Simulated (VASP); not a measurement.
# TiGeSb (P4/nmm) in VASP: a series of runs

The runs below take TiGeSb through single point, with LDA.

Everything below comes from runs of VASP 6.6.1. Logs are shortened: lines on timing, memory, paths and dates and some standing lists are left out, and cuts for length are marked.

### Step 1. The cell of the first run

It takes space group P4/nmm (No. 129, tetragonal). Conventional cell: a = 3.702 Å, b = 3.702 Å, c = 8.214 Å, α = 90.00°, β = 90.00°, γ = 90.00°. Ti (site symmetry 4mm) has 4 Ge at 2.76 Å and 5 Sb at 2.85 to 3.01 Å within 3.6 Å. Within 3.5 Å of Ge (site symmetry -4m2) lie 4 Ge at 2.62 Å and 4 Ti at 2.76 Å. Within 3.7 Å of Sb (site symmetry 4mm) lie 5 Ti at 2.85 to 3.01 Å and 4 Sb at 3.23 Å and 4 Ge at 3.66 Å.

### Step 2. Single point, LDA

INCAR reads:

```
SYSTEM = TiGeSb
PREC = Accurate ; ENCUT = 520
EDIFF = 1E-7 ; ISMEAR = -1
SIGMA = 0.05 ; LREAL = .False.
LASPH = .True. ; NELM = 60
ALGO = Normal ; ISIF = 2
LWAVE = .False. ; LCHARG = .False.
NBANDS = 40
```

KPOINTS reads:

```
Automatic mesh
0
Gamma
  6 6 3
  0 0 0
```

POSCAR reads:

```
TiGeSb
1.0
    3.7022000000      0.0000000000      0.0000000000
    0.0000000000      3.7022000000      0.0000000000
    0.0000000000      0.0000000000      8.2137000000
Ti Ge Sb
2 2 2
Direct
    0.5000000000      0.0000000000      0.2487500000
    0.0000000000      0.5000000000      0.7512500000
    0.0000000000      0.0000000000      0.0000000000
    0.5000000000      0.5000000000      0.0000000000
    0.5000000000      0.0000000000      0.6155600000
    0.0000000000      0.5000000000      0.3844400000
```

Potentials or basis: VASP PAW LDA potentials, release 64 (Ti_sv, Ge_d, Sb).

Started as:

```sh
$ cat potpaw_LDA.64/Ti_sv/POTCAR potpaw_LDA.64/Ge_d/POTCAR potpaw_LDA.64/Sb/POTCAR > POTCAR
$ mpirun -np 1 vasp_std > vasp.out
```

OUTCAR:

```text
SYSTEM = TiGeSb
   PREC = Accurate
   ENCUT = 520
   EDIFF = 1E-7
   ISMEAR = -1
   LREAL = .False.
   LASPH = .True.
   NELM = 60
   ISIF = 2

 ion  position               nearest neighbor table
   1  0.500  0.000  0.249-   3 2.76   4 2.76   4 2.76   3 2.76   6 2.85   6 2.85   6 2.85   6 2.85
                             5 3.01
   2  0.000  0.500  0.751-   3 2.76   4 2.76   3 2.76   4 2.76   5 2.85   5 2.85   5 2.85   5 2.85
                             6 3.01
   3  0.000  0.000  0.000-   4 2.62   4 2.62   4 2.62   4 2.62   2 2.76   1 2.76   1 2.76   2 2.76

   4  0.500  0.500  0.000-   3 2.62   3 2.62   3 2.62   3 2.62   2 2.76   2 2.76   1 2.76   1 2.76

   5  0.500  0.000  0.616-   2 2.85   2 2.85   2 2.85   2 2.85   1 3.01   6 3.23   6 3.23   6 3.23
                             6 3.23
   6  0.000  0.500  0.384-   1 2.85   1 2.85   1 2.85   1 2.85   2 3.01   5 3.23   5 3.23   5 3.23
                             5 3.23

  LATTYP: Found a simple tetragonal cell.
 ALAT       =     3.7022000000
 C/A-ratio  =     2.2185997515

  Lattice vectors:

 A1 = (   3.7022000000,   0.0000000000,   0.0000000000)
 A2 = (   0.0000000000,   3.7022000000,   0.0000000000)
 A3 = (   0.0000000000,   0.0000000000,   8.2137000000)

Analysis of symmetry for initial positions (statically):
=====================================================================
 Subroutine PRICEL returns:
 Original cell was already a primitive cell.

 Routine SETGRP: Setting up the symmetry group for a
 simple tetragonal supercell.

 Subroutine GETGRP returns: Found 16 space group operations
 (whereof  8 operations were pure point group operations)
 out of a pool of 16 trial point group operations.

The static configuration has the point symmetry D_2d.
 The point group associated with its full space group is D_4h.

Analysis of symmetry for dynamics (positions and initial velocities):
=====================================================================
 Subroutine PRICEL returns:
 Original cell was already a primitive cell.

 Routine SETGRP: Setting up the symmetry group for a
 simple tetragonal supercell.

 Subroutine GETGRP returns: Found 16 space group operations
 (whereof  8 operations were pure point group operations)
 out of a pool of 16 trial point group operations.

The dynamic configuration has the point symmetry D_2d.
 The point group associated with its full space group is D_4h.

 Subroutine INISYM returns: Found 16 space group operations
 (whereof  8 operations are pure point group operations),
 and found     1 'primitive' translations

----------------------------------------------------------------------------------------

                                     Primitive cell

  volume of cell :     112.5793

  direct lattice vectors                    reciprocal lattice vectors
     3.702200000  0.000000000  0.000000000     0.270109665  0.000000000  0.000000000
     0.000000000  3.702200000  0.000000000     0.000000000  0.270109665  0.000000000
     0.000000000  0.000000000  8.213700000     0.000000000  0.000000000  0.121747812

  length of vectors
     3.702200000  3.702200000  8.213700000     0.270109665  0.270109665  0.121747812

  position of ions in fractional coordinates (direct lattice)
     0.500000000  0.000000000  0.248750000
     0.000000000  0.500000000  0.751250000
     0.000000000  0.000000000  0.000000000
     0.500000000  0.500000000  0.000000000
     0.500000000  0.000000000  0.615560000
     0.000000000  0.500000000  0.384440000

  ion indices of the primitive-cell ions
   primitive index   ion index
                 1           1
                 2           2
                 3           3
                 4           4
                 5           5
                 6           6

----------------------------------------------------------------------------------------

 KPOINTS: Automatic mesh

Automatic generation of k-mesh.
 Grid dimensions read from file:
 generate k-points for:    6    6    3

 Generating k-lattice:

  Cartesian coordinates                     Fractional coordinates (reciprocal lattice)
     0.045018277  0.000000000  0.000000000     0.166666667  0.000000000  0.000000000
     0.000000000  0.045018277  0.000000000     0.000000000  0.166666667  0.000000000
     0.000000000  0.000000000  0.040582604     0.000000000  0.000000000  0.333333333

  Length of vectors
     0.045018277  0.045018277  0.040582604

  Shift w.r.t. Gamma in fractional coordinates (k-lattice)
     0.000000000  0.000000000  0.000000000

 Subroutine IBZKPT returns following result:
 ===========================================

 Found     20 irreducible k-points:

 Following reciprocal coordinates:
            Coordinates               Weight
  0.000000  0.000000  0.000000      1.000000
  0.166667  0.000000  0.000000      4.000000
  0.333333  0.000000  0.000000      4.000000
  0.500000  0.000000  0.000000      2.000000
  0.166667  0.166667  0.000000      4.000000
  0.333333  0.166667  0.000000      8.000000
[... 12 lines left out ...]
  0.500000  0.333333  0.333333      8.000000
  0.500000  0.500000  0.333333      2.000000
   k-points           NKPTS =     20   k-points in BZ     NKDIM =     20   number of bands    NBANDS=     40
   number of dos      NEDOS =    301   number of ions     NIONS =      6
   total plane-waves  NPLWV =  50176
   dimension x,y,z NGX =    28 NGY =   28 NGZ =   64
   dimension x,y,z NGXF=    56 NGYF=   56 NGZF=  128
   ions per type =               2   2   2
   NGX,Y,Z   is equivalent  to a cutoff of  12.57, 12.57, 12.95 a.u.
   NGXF,Y,Z  is equivalent  to a cutoff of  25.15, 25.15, 25.91 a.u.
 SYSTEM =  TiGeSb
   PREC   = accura    normal or accurate (medium, high low for compatibility)
   ISTART =      0    job   : 0-new  1-cont  2-samecut
   ICHARG =      2    charge: 1-file 2-atom 10-const
   ISPIN  =      1    spin polarized calculation?
   LNONCOLLINEAR =      F non collinear calculations
   LSORBIT =      F    spin-orbit coupling
   LASPH  =      T    aspherical Exc in radial PAW
   ENCUT  =  520.0 eV  38.22 Ry    6.18 a.u.   6.88  6.88 15.27*2*pi/ulx,y,z
   NELM   =     60;   NELMIN=  2; NELMDL= -5     # of ELM steps
   EDIFF  = 0.1E-06   stopping-criterion for ELM
   LREAL  =      F    real-space projection
   EDIFFG = 0.1E-05   stopping-criterion for IOM
   NSW    =      0    number of steps for IOM
   IBRION =     -1    ionic relax: 0-MD 1-quasi-New 2-CG
   NFREE  =      0    steps in history (QN), initial steepest desc. (CG)
   ISIF   =      2    stress and relaxation
   ISYM   =      2    0-nonsym 1-usesym 2-fastsym
   POTIM  = 0.5000    time-step for ionic-motion
   TEBEG  =    0.0;   TEEND  =   0.0 temperature during run
   PSTRESS=    0.0 pullay stress
   NELECT =      62.0000    total number of electrons
   NUPDOWN=      -1.0000    fix difference up-down
   EMIN   =  10.00;   EMAX   =-10.00  energy-range for DOS
   EFERMI =   0.00;   METHOD = LEGACY
   ISMEAR =    -1;   SIGMA  =   0.05  broadening in eV -4-tet -1-fermi 0-gaus
   EFERMI_NEDOS =   21; number of points for ismear=-14 and -15
   IALGO  =     38    algorithm
   IMIX   =      4    mixing-type and parameters
     AMIX     =   0.40;   BMIX     =  1.00
     AMIX_MAG =   1.60;   BMIX_MAG =  1.00
  volume/ion in A,a.u.               =      18.76       126.62
  Fermi-wavevector in a.u.,A,eV,Ry     =   1.341897  2.535818 24.499843  1.800688
  Thomas-Fermi vector in A             =   2.470094
   LORBIT       =      0    0 simple, 1 ext, 2 COOP (PROOUT), +10 PAW based schemes
   GGA     = CA    functional components
   LHFCALC =     F    Hartree Fock is set to
   AEXX    =    0.0000 exact exchange contribution
   IVDW    =     0    specifies the selected vdW correction
   LEPSILON=     F    determine dielectric tensor
   LRPA    =     F    only Hartree local field effects (RPA)
 non-spin polarized calculation
  energy-cutoff  :      520.00
  volume of cell :      112.58
 maximum number of plane-waves:      3055
 NGX is ok and might be reduce to    28
   NGX = 13   NGY = 13   NGZ = 31

 number of electron      62.0000006 magnetization

 Free energy of the ion-electron system (eV)
  ---------------------------------------------------
  ext. energy  EPLUGINS =         0.00000000
  ---------------------------------------------------
  free energy    TOTEN  =       -40.24382854 eV

  energy without entropy =      -40.22837087  energy(sigma->0) =      -40.23609970

 E-fermi :   8.7803     XC(G=0): -11.6415

 val. band max:        8.7568350944   @ k =   0.1667   0.1667   0.0000
 cond. band min:       8.9009476311   @ k =   0.1667   0.0000   0.0000
 fundamental gap:      0.1441125367
 Fermi energy:         8.7803150801

 k-point     1 :       0.0000    0.0000    0.0000
  band No.  band energies     occupation
      1     -47.3258      2.00000
      2     -47.3256      2.00000
      3     -23.9929      2.00000
      4     -23.9929      2.00000
      5     -23.9925      2.00000
      6     -23.9925      2.00000
[... 32 lines left out ...]
     39      12.0122      0.00000
     40      12.2755      0.00000

 k-point     2 :       0.1667    0.0000    0.0000
  band No.  band energies     occupation
      1     -47.3253      2.00000
      2     -47.3251      2.00000
      3     -24.0026      2.00000
      4     -24.0023      2.00000
      5     -23.9917      2.00000
      6     -23.9914      2.00000
[... 32 lines left out ...]
     39      12.2716      0.00000
     40      12.2875      0.00000

 k-point     3 :       0.3333    0.0000    0.0000
  band No.  band energies     occupation
      1     -47.3241      2.00000
      2     -47.3240      2.00000
      3     -24.0221      2.00000
      4     -24.0220      2.00000
      5     -23.9894      2.00000
      6     -23.9892      2.00000
[... 681 lines left out ...]
  band No.  band energies     occupation
      1     -47.3219      2.00000
      2     -47.3219      2.00000
      3     -24.0269      2.00000
      4     -24.0269      2.00000
      5     -24.0159      2.00000
      6     -24.0159      2.00000
[... 32 lines left out ...]
     39      12.3837      0.00000
     40      12.3837      0.00000

 k-point    20 :       0.5000    0.5000    0.3333
  band No.  band energies     occupation
      1     -47.3214      2.00000
      2     -47.3214      2.00000
      3     -24.0258      2.00000
      4     -24.0258      2.00000
      5     -24.0246      2.00000
      6     -24.0246      2.00000
[... 32 lines left out ...]
     39      11.7338      0.00000
     40      11.7338      0.00000

------------------------ aborting loop because EDIFF is reached ----------------------------------------

  FORCE on cell =-STRESS in cart. coord.  units (eV):
  Direction    XX          YY          ZZ          XY          YZ          ZX
  --------------------------------------------------------------------------------------
  -------------------------------------------------------------------------------------
  Total       -3.5429272     -3.5429272     -3.5603521      0.0000000      0.0000000      0.0000000
  in kB      -50.4213207    -50.4213207    -50.6693046      0.0000000      0.0000000      0.0000000
  external PRESSURE =     -50.5039820 kB  Pullay stress =       0.0000000 kB

 VOLUME and BASIS-vectors are now :
 -----------------------------------------------------------------------------
  energy-cutoff  :      520.00
  volume of cell :      112.58
      direct lattice vectors                 reciprocal lattice vectors
     3.702200000  0.000000000  0.000000000     0.270109665  0.000000000  0.000000000
     0.000000000  3.702200000  0.000000000     0.000000000  0.270109665  0.000000000
     0.000000000  0.000000000  8.213700000     0.000000000  0.000000000  0.121747812

 POSITION                                       TOTAL-FORCE (eV/Angst)
 -----------------------------------------------------------------------------------
      1.85110      0.00000      2.04316        -0.000000     -0.000000     -0.136289
      0.00000      1.85110      6.17054         0.000000     -0.000000      0.136289
      0.00000      0.00000      0.00000        -0.000000      0.000000      0.000000
      1.85110      1.85110      0.00000        -0.000000     -0.000000      0.000000
      1.85110      0.00000      5.05603        -0.000000      0.000000      0.095572
      0.00000      1.85110      3.15767        -0.000000     -0.000000     -0.095572
 -----------------------------------------------------------------------------------
    total drift:                                0.000000      0.000000      0.000000

  FREE ENERGIE OF THE ION-ELECTRON SYSTEM (eV)
  ---------------------------------------------------
  free  energy   TOTEN  =       -40.2438285441 eV

  energy  without entropy=      -40.2283708653  energy(sigma->0) =      -40.23609970
```

It took 46 s on 1 thread of Intel Xeon 6975P-C (Granite Rapids), shared host; peak memory 0.23 GiB.

What came out:

* Free energy: -40.2438 eV
* Pressure: -5.1 GPa
* Largest force: 0.136 eV/Å
* Band gap on the k mesh: zero (band 31 reaches 9.60 eV, above the bottom of band 32 at 7.31 eV)

Forces in eV/Å, atoms in the order of the input:
```
Ti   0.000  0.000 -0.136
Ti   0.000  0.000  0.136
Ge   0.000  0.000  0.000
Ge   0.000  0.000  0.000
Sb   0.000  0.000  0.096
Sb   0.000  0.000 -0.096
```

Caveat: spin-orbit coupling is left out, which moves the levels of the heavy elements.

### Step 3. Single point, LDA

This run uses another cell than the first one, of 19.26 Å³/atom, 1.027 times its volume.

INCAR reads:

```
SYSTEM = TiGeSb
PREC = Accurate
ENCUT = 520
EDIFF = 1E-7
ISMEAR = -1
SIGMA = 0.05
LREAL = .False.
LASPH = .True.
NELM = 60
ALGO = Normal
ISIF = 2
LWAVE = .False.
LCHARG = .False.
GGA = CA
NBANDS = 40
```

KPOINTS reads:

```
regular mesh
0
Gamma
  6 6 3
  0 0 0
```

Edit POSCAR of step 2 so:

```diff
@@ -2,5 +2,5 @@
 1.0
-    3.7022000000      0.0000000000      0.0000000000
-    0.0000000000      3.7022000000      0.0000000000
-    0.0000000000      0.0000000000      8.2137000000
+    3.7348201830      0.0000000000      0.0000000000
+    0.0000000000      3.7348201830      0.0000000000
+    0.0000000000      0.0000000000      8.2860711299
 Ti Ge Sb
```

Potentials or basis: VASP PAW LDA potentials, release 64 (Ti_sv, Ge_d, Sb).

Started as:

```sh
$ cat potpaw_LDA.64/Ti_sv/POTCAR potpaw_LDA.64/Ge_d/POTCAR potpaw_LDA.64/Sb/POTCAR > POTCAR
$ mpirun -np 1 vasp_std > vasp.out
```

Wall time 40 s (1 thread of Intel Xeon 6975P-C (Granite Rapids), shared host); peak memory 0.23 GiB.

It converged, with:

```yaml
Free_energy: -40.1275 eV
Pressure: -7.4 GPa
Largest_force: 0.144 eV/Å
Band_gap_on_the_k_mesh: zero (band 31 reaches 9.21 eV, above the bottom of band 32 at 7.04 eV)
```

Forces in eV/Å, atoms in the order of the input:
```
Ti   0.000  0.000 -0.144
Ti   0.000  0.000  0.144
Ge   0.000  0.000  0.000
Ge   0.000  0.000  0.000
Sb   0.000  0.000  0.108
Sb   0.000  0.000 -0.108
```

Levels at points of the mesh, in eV from the Fermi level:
```
           k point  band 27  band 28  band 29  band 30  band 31  band 32  band 33  band 34  band 35  band 36
(0.00, 0.00, 0.00)    -1.33    -1.33    -1.05     0.29     0.46     0.46     0.65     1.13     1.17     1.38
(0.50, 0.00, 0.00)    -1.01    -1.01    -0.98    -0.98    -0.08    -0.08     1.59     1.59     2.01     2.01
(0.50, 0.50, 0.00)    -2.24    -2.24    -2.06    -2.06    -1.26    -1.26     1.77     1.77     2.00     2.00
```

Caveat: spin-orbit coupling is left out, which moves the levels of the heavy elements.

(Continued in part 2 of 2.)
